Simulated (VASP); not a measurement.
# BiTe (Fm-3m) in VASP: further runs

Aim: see how the results for BiTe move with the level of theory and the settings. Levels: PBE-based screened hybrid with 15 % exact exchange, PBE-based screened hybrid with 25 % exact exchange. Tasks: single point.

Program: VASP 6.6.1. These are calculated values, not measurements. Logs are shortened: lines on timing, memory, paths and dates and some standing lists are left out, and cuts for length are marked.

**1. The cell of the first run**

The structure is cubic, space group Fm-3m (No. 225). Conventional cell: a = 6.470 Å, b = 6.470 Å, c = 6.470 Å, α = 90.00°, β = 90.00°, γ = 90.00°. Bi (site symmetry m-3m) has 6 Te at 3.23 Å within 4.3 Å. Within 4.3 Å of Te (site symmetry m-3m) lie 6 Bi at 3.23 Å.

**2. Single point, PBE-based screened hybrid with 15 % exact exchange**

Input file POSCAR:

```
BiTe
1.0
    0.0000000000      3.2350000000      3.2350000000
    3.2350000000      0.0000000000      3.2350000000
    3.2350000000      3.2350000000      0.0000000000
Bi Te
1 1
Direct
    0.0000000000      0.0000000000      0.0000000000
    0.5000000000      0.5000000000      0.5000000000
```

Input file INCAR.step1:

```
ALGO = Normal ; EDIFF = 1E-5
ENCUT = 520 ; GGA = PE
ISIF = 2 ; ISMEAR = -1
LASPH = True ; LCHARG = False
LREAL = False ; LWAVE = True
NBANDS = 18 ; NELM = 60
PREC = Accurate ; SIGMA = 0.05
```

Input file INCAR.step2:

```
AEXX = 0.15 ; ALGO = Normal
EDIFF = 1E-7 ; ENCUT = 520
GGA = PE ; HFSCREEN = 0.2078699
ISIF = 2 ; ISMEAR = -1
ISTART = 1 ; LASPH = True
LCHARG = False ; LHFCALC = True
LREAL = False ; LWAVE = False
NBANDS = 18 ; NELM = 60
PREC = Accurate ; PRECFOCK = Normal
SIGMA = 0.05
```

Input file KPOINTS:

```
k-points
0
Gamma
  4 4 4
```

Potentials or basis: VASP PAW PBE potentials, release 64 (Bi_d, Te).

The run is started by

```console
cat potpaw_PBE.64/Bi_d/POTCAR potpaw_PBE.64/Te/POTCAR > POTCAR
cp INCAR.step1 INCAR
mpirun -np 1 vasp_std > vasp.out
cp INCAR.step2 INCAR
mpirun -np 1 vasp_std > vasp.out
```

OUTCAR:

```text
AEXX = 0.15
   EDIFF = 1E-7
   ENCUT = 520
   GGA = PE
   HFSCREEN = 0.2078699
   ISIF = 2
   ISMEAR = -1
   ISTART = 1
   LASPH = True
   LHFCALC = True
   LREAL = False
   NELM = 60
   PREC = Accurate
   PRECFOCK = Normal

 ion  position               nearest neighbor table
   1  0.000  0.000  0.000-   2 3.23   2 3.23   2 3.23   2 3.23   2 3.23   2 3.23
   2  0.500  0.500  0.500-   1 3.23   1 3.23   1 3.23   1 3.23   1 3.23   1 3.23

  LATTYP: Found a face centered cubic cell.
 ALAT       =     6.4700000000

  Lattice vectors:

 A1 = (   0.0000000000,   3.2350000000,   3.2350000000)
 A2 = (   3.2350000000,   0.0000000000,   3.2350000000)
 A3 = (   3.2350000000,   3.2350000000,   0.0000000000)

Analysis of symmetry for initial positions (statically):
=====================================================================
 Subroutine PRICEL returns:
 Original cell was already a primitive cell.

 Routine SETGRP: Setting up the symmetry group for a
 face centered cubic supercell.

 Subroutine GETGRP returns: Found 48 space group operations
 (whereof 48 operations were pure point group operations)
 out of a pool of 48 trial point group operations.

The static configuration has the point symmetry O_h .

Analysis of symmetry for dynamics (positions and initial velocities):
=====================================================================
 Subroutine PRICEL returns:
 Original cell was already a primitive cell.

 Routine SETGRP: Setting up the symmetry group for a
 face centered cubic supercell.

 Subroutine GETGRP returns: Found 48 space group operations
 (whereof 48 operations were pure point group operations)
 out of a pool of 48 trial point group operations.

The dynamic configuration has the point symmetry O_h .

 Subroutine INISYM returns: Found 48 space group operations
 (whereof 48 operations are pure point group operations),
 and found     1 'primitive' translations

----------------------------------------------------------------------------------------

                                     Primitive cell

  volume of cell :      67.7100

  direct lattice vectors                    reciprocal lattice vectors
     0.000000000  3.235000000  3.235000000    -0.154559505  0.154559505  0.154559505
     3.235000000  0.000000000  3.235000000     0.154559505 -0.154559505  0.154559505
     3.235000000  3.235000000  0.000000000     0.154559505  0.154559505 -0.154559505

  length of vectors
     4.574980874  4.574980874  4.574980874     0.267704916  0.267704916  0.267704916

  position of ions in fractional coordinates (direct lattice)
     0.000000000  0.000000000  0.000000000
     0.500000000  0.500000000  0.500000000

  ion indices of the primitive-cell ions
   primitive index   ion index
                 1           1
                 2           2

----------------------------------------------------------------------------------------

 KPOINTS: k-points

Automatic generation of k-mesh.
 Grid dimensions read from file:
 generate k-points for:    4    4    4

 Generating k-lattice:

  Cartesian coordinates                     Fractional coordinates (reciprocal lattice)
    -0.038639876  0.038639876  0.038639876     0.250000000  0.000000000  0.000000000
     0.038639876 -0.038639876  0.038639876     0.000000000  0.250000000  0.000000000
     0.038639876  0.038639876 -0.038639876     0.000000000  0.000000000  0.250000000

  Length of vectors
     0.066926229  0.066926229  0.066926229

  Shift w.r.t. Gamma in fractional coordinates (k-lattice)
     0.000000000  0.000000000  0.000000000

 Subroutine IBZKPT returns following result:
 ===========================================

 Found      8 irreducible k-points:

 Following reciprocal coordinates:
            Coordinates               Weight
  0.000000  0.000000  0.000000      1.000000
  0.250000  0.000000  0.000000      8.000000
  0.500000  0.000000  0.000000      4.000000
  0.250000  0.250000  0.000000      6.000000
  0.500000  0.250000  0.000000     24.000000
 -0.250000  0.250000  0.000000     12.000000
  0.500000  0.500000  0.000000      3.000000
 -0.250000  0.500000  0.250000      6.000000
   k-points           NKPTS =      8   k-points in BZ     NKDIM =     64   number of bands    NBANDS=     18
   number of dos      NEDOS =    301   number of ions     NIONS =      2
   total plane-waves  NPLWV =  46656
   dimension x,y,z NGX =    36 NGY =   36 NGZ =   36
   dimension x,y,z NGXF=    72 NGYF=   72 NGZF=   72
   ions per type =               1   1
   NGX,Y,Z   is equivalent  to a cutoff of  13.08, 13.08, 13.08 a.u.
   NGXF,Y,Z  is equivalent  to a cutoff of  26.16, 26.16, 26.16 a.u.
 SYSTEM =  unknown system
   PREC   = accura    normal or accurate (medium, high low for compatibility)
   ISTART =      1    job   : 0-new  1-cont  2-samecut
   ICHARG =      0    charge: 1-file 2-atom 10-const
   ISPIN  =      1    spin polarized calculation?
   LNONCOLLINEAR =      F non collinear calculations
   LSORBIT =      F    spin-orbit coupling
   LASPH  =      T    aspherical Exc in radial PAW
   ENCUT  =  520.0 eV  38.22 Ry    6.18 a.u.   8.51  8.51  8.51*2*pi/ulx,y,z
   NELM   =     60;   NELMIN=  2; NELMDL=  0     # of ELM steps
   EDIFF  = 0.1E-06   stopping-criterion for ELM
   LREAL  =      F    real-space projection
   EDIFFG = 0.1E-05   stopping-criterion for IOM
   NSW    =      0    number of steps for IOM
   IBRION =     -1    ionic relax: 0-MD 1-quasi-New 2-CG
   NFREE  =      0    steps in history (QN), initial steepest desc. (CG)
   ISIF   =      2    stress and relaxation
   ISYM   =      3    0-nonsym 1-usesym 2-fastsym
   POTIM  = 0.5000    time-step for ionic-motion
   TEBEG  =    0.0;   TEEND  =   0.0 temperature during run
   PSTRESS=    0.0 pullay stress
   NELECT =      21.0000    total number of electrons
   NUPDOWN=      -1.0000    fix difference up-down
   EMIN   =  10.00;   EMAX   =-10.00  energy-range for DOS
   EFERMI =   0.00;   METHOD = LEGACY
   ISMEAR =    -1;   SIGMA  =   0.05  broadening in eV -4-tet -1-fermi 0-gaus
   EFERMI_NEDOS =   21; number of points for ismear=-14 and -15
   IALGO  =     38    algorithm
   IMIX   =      1    mixing-type and parameters
     AMIX     =   0.40;   BMIX     =  1.00
     AMIX_MAG =   1.60;   BMIX_MAG =  1.00
  volume/ion in A,a.u.               =      33.86       228.46
  Fermi-wavevector in a.u.,A,eV,Ry     =   1.108146  2.094092 16.707785  1.227988
  Thomas-Fermi vector in A             =   2.244669
   LORBIT       =      0    0 simple, 1 ext, 2 COOP (PROOUT), +10 PAW based schemes
   GGA     = PE    functional components
   LHFCALC =     T    Hartree Fock is set to
   PRECFOCK=normal    Normal, Fast or Accurate (Low or Medium for compatibility)
   ENCUT4O =  -1.0   cutoff for four orbital integrals eV
   NKREDX  =     1    reduce k-point grid by
   NKREDY  =     1    reduce k-point grid by
   NKREDZ  =     1    reduce k-point grid by
   AEXX    =    0.1500 exact exchange contribution
   HFSCREEN=    0.2079 screening length (either q_TF or 0.3 A-1)
   HFSCREENC=   0.2079 screening length for correlation (either q_TF or 0.3 A-1)
   ENCUTFOCK=  -1.0 apply spherical cutoff to Coloumb kernel
   IVDW    =     0    specifies the selected vdW correction
   LEPSILON=     F    determine dielectric tensor
   LRPA    =     F    only Hartree local field effects (RPA)
 non-spin polarized calculation
  energy-cutoff  :      520.00
  volume of cell :       67.71
 maximum number of plane-waves:      1847
 NGX is ok and might be reduce to    36
  NGX = 28; NGY = 28; NGZ = 28

 number of electron      21.0000001 magnetization

 Free energy of the ion-electron system (eV)
  ---------------------------------------------------
  ext. energy  EPLUGINS =         0.00000000
  ---------------------------------------------------
  free energy    TOTEN  =        -8.04903731 eV

  energy without entropy =       -8.02876858  energy(sigma->0) =       -8.03890295

 E-fermi :   6.5720     XC(G=0):  -8.4928

 val. band max:        6.4859744621   @ k =  -0.2500   0.2500   0.0000
 cond. band min:       6.6089641338   @ k =  -0.2500   0.2500   0.0000
 fundamental gap:      0.1229896717
 Fermi energy:         6.5719767501

 k-point     1 :       0.0000    0.0000    0.0000
  band No.  band energies     occupation
      1     -17.8657      2.00000
      2     -17.8657      2.00000
      3     -17.8605      2.00000
      4     -17.8605      2.00000
      5     -17.8605      2.00000
      6      -7.8223      2.00000
      7      -1.9468      2.00000
      8       3.7711      2.00000
      9       3.7711      2.00000
     10       3.7711      2.00000
     11       8.9774      0.00000
     12       8.9774      0.00000
     13       8.9774      0.00000
     14      11.4905      0.00000
     15      11.4905      0.00000
     16      11.4905      0.00000
     17      12.9628      0.00000
     18      13.4570      0.00000

 k-point     2 :       0.2500    0.0000    0.0000
  band No.  band energies     occupation
      1     -17.8681      2.00000
      2     -17.8681      2.00000
      3     -17.8595      2.00000
      4     -17.8572      2.00000
      5     -17.8572      2.00000
      6      -7.2328      2.00000
      7      -3.2741      2.00000
      8       3.9855      2.00000
      9       3.9855      2.00000
     10       4.2878      2.00000
     11       7.1664      0.00001
     12       7.3230      0.00000
     13       7.3230      0.00000
     14      11.6787      0.00000
     15      12.6103      0.00000
     16      12.6103      0.00000
     17      15.7607      0.00000
     18      16.1736      0.00000

 k-point     3 :       0.5000    0.0000    0.0000
  band No.  band energies     occupation
      1     -17.8707      2.00000
      2     -17.8707      2.00000
      3     -17.8584      2.00000
      4     -17.8535      2.00000
      5     -17.8535      2.00000
      6      -5.7691      2.00000
      7      -5.3284      2.00000
      8       4.4523      2.00000
      9       4.4523      2.00000
     10       4.8698      2.00000
     11       5.7774      2.00000
     12       5.9368      1.99999
     13       5.9368      1.99999
     14      14.2736      0.00000
     15      14.7261      0.00000
     16      15.1747      0.00000
     17      15.1747      0.00000
     18      16.2069      0.00000

 k-point     4 :       0.2500    0.2500    0.0000
  band No.  band energies     occupation
      1     -17.8729      2.00000
      2     -17.8634      2.00000
      3     -17.8623      2.00000
      4     -17.8553      2.00000
      5     -17.8553      2.00000
      6      -7.0701      2.00000
      7      -3.1875      2.00000
      8       2.8865      2.00000
      9       2.8865      2.00000
     10       3.6215      2.00000
     11       7.4719      0.00000
     12       9.5608      0.00000
     13       9.5609      0.00000
     14       9.7824      0.00000
     15      13.9205      0.00000
     16      14.0996      0.00000
     17      14.0996      0.00000
     18      14.1941      0.00000

 k-point     5 :       0.5000    0.2500    0.0000
  band No.  band energies     occupation
      1     -17.8754      2.00000
      2     -17.8656      2.00000
      3     -17.8600      2.00000
      4     -17.8533      2.00000
      5     -17.8520      2.00000
      6      -5.9568      2.00000
      7      -4.5721      2.00000
      8       1.7796      2.00000
      9       2.9298      2.00000
     10       3.0374      2.00000
     11       8.3640      0.00000
     12       8.3894      0.00000
     13       9.5581      0.00000
     14      10.7956      0.00000
     15      14.8322      0.00000
     16      15.5944      0.00000
     17      16.3339      0.00000
     18      16.8700      0.00000

 k-point     6 :      -0.2500    0.2500    0.0000
  band No.  band energies     occupation
      1     -17.8707      2.00000
      2     -17.8691      2.00000
      3     -17.8572      2.00000
      4     -17.8551      2.00000
      5     -17.8551      2.00000
      6      -6.3286      2.00000
      7      -4.3617      2.00000
      8       1.9050      2.00000
      9       4.1804      2.00000
     10       4.3491      2.00000
     11       6.4860      1.69627
     12       6.6090      0.64612
     13      10.0618      0.00000
     14      12.2236      0.00000
     15      13.0510      0.00000
     16      14.2226      0.00000
     17      15.0498      0.00000
     18      16.6383      0.00000

 k-point     7 :       0.5000    0.5000    0.0000
  band No.  band energies     occupation
      1     -17.8809      2.00000
      2     -17.8639      2.00000
      3     -17.8610      2.00000
      4     -17.8497      2.00000
      5     -17.8497      2.00000
      6      -5.9287      2.00000
      7      -3.9382      2.00000
      8       0.4512      2.00000
      9       2.2025      2.00000
     10       2.2025      2.00000
     11       8.9832      0.00000
     12      10.4843      0.00000
     13      10.4843      0.00000
     14      11.9372      0.00000
     15      15.6002      0.00000
     16      16.2677      0.00000
     17      16.6416      0.00000
     18      17.6361      0.00000

 k-point     8 :      -0.2500    0.5000    0.2500
  band No.  band energies     occupation
      1     -17.8759      2.00000
      2     -17.8656      2.00000
      3     -17.8570      2.00000
      4     -17.8570      2.00000
      5     -17.8497      2.00000
      6      -5.3836      2.00000
      7      -4.9047      2.00000
      8       1.1851      2.00000
      9       1.1851      2.00000
     10       4.8409      2.00000
     11       6.3372      1.98188
     12      10.8300      0.00000
     13      10.8300      0.00000
     14      12.0313      0.00000
     15      12.0313      0.00000
     16      16.4618      0.00000
     17      16.7044      0.00000
     18      17.7568      0.00000

------------------------ aborting loop because EDIFF is reached ----------------------------------------

  FORCE on cell =-STRESS in cart. coord.  units (eV):
  Direction    XX          YY          ZZ          XY          YZ          ZX
  --------------------------------------------------------------------------------------
  -------------------------------------------------------------------------------------
  Total       -0.2565108     -0.2565108     -0.2565108     -0.0000000     -0.0000000      0.0000000
  in kB       -6.0696469     -6.0696469     -6.0696469     -0.0000000     -0.0000000      0.0000000
  external PRESSURE =      -6.0696469 kB  Pullay stress =       0.0000000 kB

 VOLUME and BASIS-vectors are now :
 -----------------------------------------------------------------------------
  energy-cutoff  :      520.00
  volume of cell :       67.71
      direct lattice vectors                 reciprocal lattice vectors
     0.000000000  3.235000000  3.235000000    -0.154559505  0.154559505  0.154559505
     3.235000000  0.000000000  3.235000000     0.154559505 -0.154559505  0.154559505
     3.235000000  3.235000000  0.000000000     0.154559505  0.154559505 -0.154559505

 POSITION                                       TOTAL-FORCE (eV/Angst)
 -----------------------------------------------------------------------------------
      0.00000      0.00000      0.00000        -0.000000      0.000000      0.000000
      3.23500      3.23500      3.23500         0.000000     -0.000000     -0.000000
 -----------------------------------------------------------------------------------
    total drift:                               -0.000000      0.000000     -0.000000

  FREE ENERGIE OF THE ION-ELECTRON SYSTEM (eV)
  ---------------------------------------------------
  free  energy   TOTEN  =        -8.0490373081 eV

  energy  without entropy=       -8.0287685847  energy(sigma->0) =       -8.03890295
```

It took 43 min on 1 thread of Intel Xeon 8259CL, shared host; peak memory 0.33 GiB.

What came out:

```yaml
Free_energy: -8.0490 eV
Pressure: -0.6 GPa
Band_gap_on_the_k_mesh: zero (an odd number of electrons rules out a gap without spin polarisation)
```

Levels at points of the mesh, in eV from the Fermi level:
```tsv
k point	band 6	band 7	band 8	band 9	band 10	band 11	band 12	band 13	band 14	band 15
(0.00, 0.00, 0.00)	-14.39	-8.52	-2.80	-2.80	-2.80	2.41	2.41	2.41	4.92	4.92
(0.50, 0.00, 0.00)	-12.34	-11.90	-2.12	-2.12	-1.70	-0.79	-0.64	-0.64	7.70	8.15
(0.50, 0.50, 0.00)	-12.50	-10.51	-6.12	-4.37	-4.37	2.41	3.91	3.91	5.37	9.03
```

Caveat: the k points lie up to 0.42 Å⁻¹ apart, too coarse for converged energies and pressures of a metal; the PAW data sets were made with another functional, which shifts forces and pressure a little; spin-orbit coupling is left out, which moves the levels of the heavy elements.

**3. Single point, PBE-based screened hybrid with 25 % exact exchange**

POSCAR is that of step 2.

Input file INCAR.step1:

```
SYSTEM = BiTe
PREC = Accurate ; ENCUT = 520
EDIFF = 1E-5 ; ISMEAR = -1
SIGMA = 0.05 ; LREAL = .FALSE.
LASPH = .TRUE. ; NELM = 80
ALGO = Normal ; ISIF = 2
LWAVE = .TRUE. ; NBANDS = 18
GGA = PE
```

Input file INCAR.step2:

```
SYSTEM = BiTe
PREC = Accurate ; ENCUT = 520
EDIFF = 1E-6 ; ISMEAR = -1
SIGMA = 0.05 ; LREAL = .FALSE.
LASPH = .TRUE. ; NELM = 80
ALGO = Normal ; ISIF = 2
LWAVE = .FALSE. ; LCHARG = .TRUE.
GGA = PE ; LHFCALC = .TRUE.
AEXX = 0.25 ; HFSCREEN = 0.2078699
PRECFOCK = Normal ; LELF = .TRUE.
LVHAR = .TRUE. ; NBANDS = 18
ISTART = 1
```

Input file KPOINTS:

```
regular mesh
0
G
  4 4 4
  0 0 0
```

Potentials or basis: VASP PAW PBE potentials, release 64 (Bi_d, Te).

The run is started by

```console
cat potpaw_PBE.64/Bi_d/POTCAR potpaw_PBE.64/Te/POTCAR > POTCAR
cp INCAR.step1 INCAR
mpirun -np 1 vasp_std > vasp.out
cp INCAR.step2 INCAR
mpirun -np 1 vasp_std > vasp.out
```

Run time: 38 min. Hardware: 1 thread of Intel Xeon 8259CL, shared host; peak memory 0.33 GiB.

Results (log left out):

* Free energy: -8.6591 eV
* Pressure: -1.5 GPa
* Band gap on the k mesh: zero (an odd number of electrons rules out a gap without spin polarisation)

Levels at points of the mesh, in eV from the Fermi level:
| k point | band 6 | band 7 | band 8 | band 9 | band 10 | band 11 | band 12 | band 13 | band 14 | band 15 |
| --- | --- | --- | --- | --- | --- | --- | --- | --- | --- | --- |
| (0.00, 0.00, 0.00) | -14.99 | -8.79 | -3.00 | -3.00 | -3.00 | 2.55 | 2.55 | 2.55 | 5.07 | 5.07 |
| (0.50, 0.00, 0.00) | -12.87 | -12.36 | -2.28 | -2.28 | -1.79 | -0.80 | -0.67 | -0.67 | 7.93 | 8.38 |
| (0.50, 0.50, 0.00) | -13.01 | -10.90 | -6.45 | -4.63 | -4.63 | 2.50 | 4.11 | 4.11 | 5.62 | 9.25 |

Caveat: the k points lie up to 0.42 Å⁻¹ apart, too coarse for converged energies and pressures of a metal; the PAW data sets were made with another functional, which shifts forces and pressure a little; spin-orbit coupling is left out, which moves the levels of the heavy elements.

The gap in the log of VASP goes by the Fermi energy; the results here count the filled bands.